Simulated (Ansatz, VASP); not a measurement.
# Zn3O2 in VASP and in Ansatz

```
CELL_PARAMETERS angstrom
1.53545 0.88649 7.11759
-1.53545 0.88649 7.11759
0.00000 -1.77298 7.11759
ATOMIC_POSITIONS crystal
Zn 0.00000 0.00000 0.00000
Zn 0.20950 0.20950 0.20950
Zn 0.79050 0.79050 0.79050
O 0.40000 0.40000 0.40000
O 0.60000 0.60000 0.60000
```

Alike in both runs: task single point; functional PBE; k mesh 6 × 6 × 6; occupations gaussian, width 0.1 eV; no spin polarisation.

```csv
,VASP,Ansatz
version,VASP 6.6.1,Ansatz 0.2.0
potentials or method,"VASP PAW PBE potentials, release 64 (Zn, O), cutoff 520 eV","scalar-relativistic, plane waves, PAW"
valence electrons in the cell,48,48
```

Ansatz gave:

```
gap on the k mesh at the Fermi level (eV)                     : none
pressure (GPa)                                                : -2.2
traceless stress, the component that is largest in VASP (GPa) : 0.45
rms of the force components (eV/Å)                            : 0.585
```

Q: What did VASP give for the same quantities?

A: gap on the k mesh at the Fermi level (eV): none; pressure (GPa): -1.7; traceless stress, the component that is largest in VASP (GPa): 0.52; rms of the force components (eV/Å): 0.585.

Atom by atom the forces differ by 0.010 eV/Å (rms over components). A gap of «none» marks a metal or a gap that the smearing closes.

The k mesh is coarse, so the values compare programs but aren't converged.
